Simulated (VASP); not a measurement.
# Mg (Im-3m) in VASP: relaxation of cell and atoms with PBE+D4

Aim: the relaxation of cell and atoms of Mg with PBE+D4.

Program: VASP 6.6.1. These are calculated values, not measurements. Logs are shortened: lines on timing, memory, paths and dates and some standing lists are left out, and cuts for length are marked.

## 1. The cell of the first run

The structure is cubic, space group Im-3m (No. 229). The conventional cell has a = 3.546 Å, b = 3.546 Å, c = 3.546 Å, α = 90.00°, β = 90.00°, γ = 90.00°. Mg (site symmetry m-3m) has 14 Mg at 3.07 to 3.55 Å within 4.0 Å.

This isn't the form of Mg at room conditions, which is hcp.

## 2. Relaxation of cell and atoms, PBE+D4

Contents of INCAR:

```
PREC = Accurate
ENCUT = 600
EDIFF = 1E-6
ISMEAR = -1
SIGMA = 0.05
LREAL = F
LASPH = T
NELM = 100
ALGO = Normal
ISIF = 3
LWAVE = F
LCHARG = F
GGA = PE
IVDW = 13
IBRION = 2
NSW = 60
EDIFFG = -0.01
```

Contents of KPOINTS:

```
regular mesh
0
Gamma
  11 11 11
```

Contents of POSCAR:

```
Mg
1.0
   -1.7727644967      1.7727644967      1.7727644967
    1.7727644967     -1.7727644967      1.7727644967
    1.7727644967      1.7727644967     -1.7727644967
Mg
1
Direct
    0.0000000000      0.0000000000      0.0000000000
```

Potentials or basis: VASP PAW PBE potentials, release 64 (Mg).

Run with:

```bash
$ cat potpaw_PBE.64/Mg/POTCAR > POTCAR
$ mpirun -np 1 vasp_std > vasp.out
```

OUTCAR:

```text
PREC = Accurate
   ENCUT = 600
   EDIFF = 1E-6
   ISMEAR = -1
   LREAL = F
   LASPH = T
   NELM = 100
   ISIF = 3
   GGA = PE
   IVDW = 13
   IBRION = 2
   NSW = 60
   EDIFFG = -0.01

 ion  position               nearest neighbor table
   1  0.000  0.000  0.000-

  LATTYP: Found a body centered cubic cell.
 ALAT       =     3.5455289934

  Lattice vectors:

 A1 = (  -1.7727644967,   1.7727644967,   1.7727644967)
 A2 = (   1.7727644967,  -1.7727644967,   1.7727644967)
 A3 = (   1.7727644967,   1.7727644967,  -1.7727644967)

Analysis of symmetry for initial positions (statically):
=====================================================================
 Subroutine PRICEL returns:
 Original cell was already a primitive cell.

 Routine SETGRP: Setting up the symmetry group for a
 body centered cubic supercell.

 Subroutine GETGRP returns: Found 48 space group operations
 (whereof 48 operations were pure point group operations)
 out of a pool of 48 trial point group operations.

The static configuration has the point symmetry O_h .

Analysis of symmetry for dynamics (positions and initial velocities):
=====================================================================
 Subroutine PRICEL returns:
 Original cell was already a primitive cell.

 Routine SETGRP: Setting up the symmetry group for a
 body centered cubic supercell.

 Subroutine GETGRP returns: Found 48 space group operations
 (whereof 48 operations were pure point group operations)
 out of a pool of 48 trial point group operations.

The dynamic configuration has the point symmetry O_h .

 Subroutine INISYM returns: Found 48 space group operations
 (whereof 48 operations are pure point group operations),
 and found     1 'primitive' translations

----------------------------------------------------------------------------------------

                                     Primitive cell

  volume of cell :      22.2850

  direct lattice vectors                    reciprocal lattice vectors
    -1.772764497  1.772764497  1.772764497     0.000000000  0.282045360  0.282045360
     1.772764497 -1.772764497  1.772764497     0.282045360  0.000000000  0.282045360
     1.772764497  1.772764497 -1.772764497     0.282045360  0.282045360  0.000000000

  length of vectors
     3.070518178  3.070518178  3.070518178     0.398872373  0.398872373  0.398872373

  position of ions in fractional coordinates (direct lattice)
     0.000000000  0.000000000  0.000000000

  ion indices of the primitive-cell ions
   primitive index   ion index
                 1           1

----------------------------------------------------------------------------------------

 KPOINTS: regular mesh

Automatic generation of k-mesh.
 Grid dimensions read from file:
 generate k-points for:   11   11   11

 Generating k-lattice:

  Cartesian coordinates                     Fractional coordinates (reciprocal lattice)
     0.000000000  0.025640487  0.025640487     0.090909091  0.000000000  0.000000000
     0.025640487  0.000000000  0.025640487     0.000000000  0.090909091  0.000000000
     0.025640487  0.025640487  0.000000000     0.000000000  0.000000000  0.090909091

  Length of vectors
     0.036261125  0.036261125  0.036261125

  Shift w.r.t. Gamma in fractional coordinates (k-lattice)
     0.000000000  0.000000000  0.000000000

 Subroutine IBZKPT returns following result:
 ===========================================

 Found     56 irreducible k-points:

 Following reciprocal coordinates:
            Coordinates               Weight
  0.000000  0.000000  0.000000      1.000000
  0.090909  0.000000  0.000000     12.000000
  0.181818  0.000000  0.000000     12.000000
  0.272727  0.000000  0.000000     12.000000
  0.363636  0.000000  0.000000     12.000000
  0.454545  0.000000  0.000000     12.000000
[... 16 lines left out ...]
  0.272727  0.181818  0.090909     48.000000
  0.363636  0.181818  0.090909     24.000000
 [... further k-points ...]
   k-points           NKPTS =     56   k-points in BZ     NKDIM =     56   number of bands    NBANDS=      5
   number of dos      NEDOS =    301   number of ions     NIONS =      1
   total plane-waves  NPLWV =  21952
   dimension x,y,z NGX =    28 NGY =   28 NGZ =   28
   dimension x,y,z NGXF=    56 NGYF=   56 NGZF=   56
   ions per type =               1
   NGX,Y,Z   is equivalent  to a cutoff of  15.16, 15.16, 15.16 a.u.
   NGXF,Y,Z  is equivalent  to a cutoff of  30.32, 30.32, 30.32 a.u.
 SYSTEM =  unknown system
   PREC   = accura    normal or accurate (medium, high low for compatibility)
   ISTART =      0    job   : 0-new  1-cont  2-samecut
   ICHARG =      2    charge: 1-file 2-atom 10-const
   ISPIN  =      1    spin polarized calculation?
   LNONCOLLINEAR =      F non collinear calculations
   LSORBIT =      F    spin-orbit coupling
   LASPH  =      T    aspherical Exc in radial PAW
   ENCUT  =  600.0 eV  44.10 Ry    6.64 a.u.   6.13  6.13  6.13*2*pi/ulx,y,z
   NELM   =    100;   NELMIN=  2; NELMDL= -5     # of ELM steps
   EDIFF  = 0.1E-05   stopping-criterion for ELM
   LREAL  =      F    real-space projection
   EDIFFG = -.1E-01   stopping-criterion for IOM
   NSW    =     60    number of steps for IOM
   IBRION =      2    ionic relax: 0-MD 1-quasi-New 2-CG
   NFREE  =      1    steps in history (QN), initial steepest desc. (CG)
   ISIF   =      3    stress and relaxation
   ISYM   =      2    0-nonsym 1-usesym 2-fastsym
   POTIM  = 0.5000    time-step for ionic-motion
   TEBEG  =    0.0;   TEEND  =   0.0 temperature during run
   PSTRESS=    0.0 pullay stress
   NELECT =       2.0000    total number of electrons
   NUPDOWN=      -1.0000    fix difference up-down
   EMIN   =  10.00;   EMAX   =-10.00  energy-range for DOS
   EFERMI =   0.00;   METHOD = LEGACY
   ISMEAR =    -1;   SIGMA  =   0.05  broadening in eV -4-tet -1-fermi 0-gaus
   EFERMI_NEDOS =   21; number of points for ismear=-14 and -15
   IALGO  =     38    algorithm
   IMIX   =      4    mixing-type and parameters
     AMIX     =   0.40;   BMIX     =  1.00
     AMIX_MAG =   1.60;   BMIX_MAG =  1.00
  volume/ion in A,a.u.               =      22.29       150.39
  Fermi-wavevector in a.u.,A,eV,Ry     =   0.732960  1.385094  7.309469  0.537231
  Thomas-Fermi vector in A             =   1.825552
   LORBIT       =      0    0 simple, 1 ext, 2 COOP (PROOUT), +10 PAW based schemes
   GGA     = PE    functional components
   LHFCALC =     F    Hartree Fock is set to
   AEXX    =    0.0000 exact exchange contribution
   IVDW    =    13    specifies the selected vdW correction
   LEPSILON=     F    determine dielectric tensor
   LRPA    =     F    only Hartree local field effects (RPA)
 conjugate gradient relaxation of ions
 non-spin polarized calculation
  energy-cutoff  :      600.00
  volume of cell :       22.29
 maximum number of plane-waves:       767
 NGX is ok and might be reduce to    28
   NGX = 13   NGY = 13   NGZ = 13

--------------------------------------- Ionic step        1  -------------------------------------------

 number of electron       2.0000000 magnetization

 Free energy of the ion-electron system (eV)
  ---------------------------------------------------
  ext. energy  EPLUGINS =         0.00000000
  ---------------------------------------------------
  free energy    TOTEN  =        -1.48190987 eV

  energy without entropy =       -1.47941059  energy(sigma->0) =       -1.48066023

------------------------ aborting loop because EDIFF is reached ----------------------------------------

  DFT-D4 for vdW energy calculation

  Edisp (eV):   -0.16743

  FORCE on cell =-STRESS in cart. coord.  units (eV):
  Direction    XX          YY          ZZ          XY          YZ          ZX
  --------------------------------------------------------------------------------------
  -------------------------------------------------------------------------------------
  Total      -0.04312    -0.04312    -0.04312    -0.00000    -0.00000    -0.00000
  in kB      -3.09988    -3.09988    -3.09988    -0.00000    -0.00000    -0.00000
  external pressure =       -3.10 kB  Pullay stress =        0.00 kB
[... 293 lines left out ...]
  energy  without entropy=       -1.6468756696  energy(sigma->0) =       -1.64812471

--------------------------------------- Ionic step        9  -------------------------------------------

 number of electron       2.0000000 magnetization

 Free energy of the ion-electron system (eV)
  ---------------------------------------------------
  ext. energy  EPLUGINS =         0.00000000
  ---------------------------------------------------
  free energy    TOTEN  =        -1.48176846 eV

  energy without entropy =       -1.47927094  energy(sigma->0) =       -1.48051970

 E-fermi :   2.8184     XC(G=0):  -8.5911

 val. band max:        2.7840053380   @ k =   0.3636   0.1818   0.0909
 cond. band min:       2.9062515052   @ k =  -0.4545   0.4545   0.0909
 fundamental gap:      0.1222461672
 Fermi energy:         2.8183625673

 k-point     1 :       0.0000    0.0000    0.0000
  band No.  band energies     occupation
      1      -4.2657      2.00000
      2      16.0399      0.00000
      3      16.0399      0.00000
      4      16.0399      0.00000
      5      18.0873      0.00000

 k-point     2 :       0.0909    0.0000    0.0000
  band No.  band energies     occupation
      1      -4.0672      2.00000
      2      14.0068      0.00000
      3      15.1575      0.00000
      4      15.2648      0.00000
      5      16.6792      0.00000
[... 169 lines left out ...]
 k-point    24 :       0.3636    0.1818    0.0909
  band No.  band energies     occupation
      1       2.1384      2.00000
      2       2.7840      1.33066
      3       6.5817      0.00000
      4       8.9507      0.00000
      5      18.5897      0.00000

 [... further k-points ...]

------------------------ aborting loop because EDIFF is reached ----------------------------------------

  DFT-D4 for vdW energy calculation

  Edisp (eV):   -0.16761

  FORCE on cell =-STRESS in cart. coord.  units (eV):
  Direction    XX          YY          ZZ          XY          YZ          ZX
  --------------------------------------------------------------------------------------
  -------------------------------------------------------------------------------------
  Total      -0.00353    -0.00353    -0.00353     0.00000     0.00000    -0.00000
  in kB      -0.25414    -0.25414    -0.25414     0.00000     0.00000    -0.00000
  external pressure =       -0.25 kB  Pullay stress =        0.00 kB
[... 16 lines left out ...]
  FREE ENERGIE OF THE ION-ELECTRON SYSTEM (eV)
  ---------------------------------------------------
  free  energy   TOTEN  =        -1.6493798415 eV

  energy  without entropy=       -1.6468823260  energy(sigma->0) =       -1.64813108

 reached required accuracy - stopping structural energy minimisation
```

Run time: 44 s. Hardware: 1 thread of Intel Xeon 8259CL, shared host; peak memory 0.16 GiB.

What came out:

| Quantity | Value |
| --- | --- |
| Free energy | -1.6494 eV |
| Relaxed volume | 22.26 Å³/atom |
| Relaxed cell | a = 3.069 Å, b = 3.069 Å, c = 3.069 Å, α = 109.47°, β = 109.47°, γ = 109.47° |
| Space group after relaxing (to 0.1 Å) | Im-3m (No. 229) |
| Energy gained by relaxing | 0.0 meV/atom |
| Ionic steps | 9 |
| Pressure after relaxing | 0.0 GPa |
| Band gap on the k mesh | zero (bands 1 and 2 overlap by 3.05 eV) |
| Dispersion energy per atom | -0.168 eV |

Final structure:
```cif
data_structure
_symmetry_space_group_name_H-M 'P 1'
_symmetry_Int_Tables_number 1
_cell_length_a 3.0693
_cell_length_b 3.0693
_cell_length_c 3.0693
_cell_angle_alpha 109.471
_cell_angle_beta 109.471
_cell_angle_gamma 109.471
_cell_volume 22.26
loop_
_atom_site_label
_atom_site_type_symbol
_atom_site_fract_x
_atom_site_fract_y
_atom_site_fract_z
_atom_site_occupancy
Mg1 Mg 0.00000 0.00000 0.00000 1
```
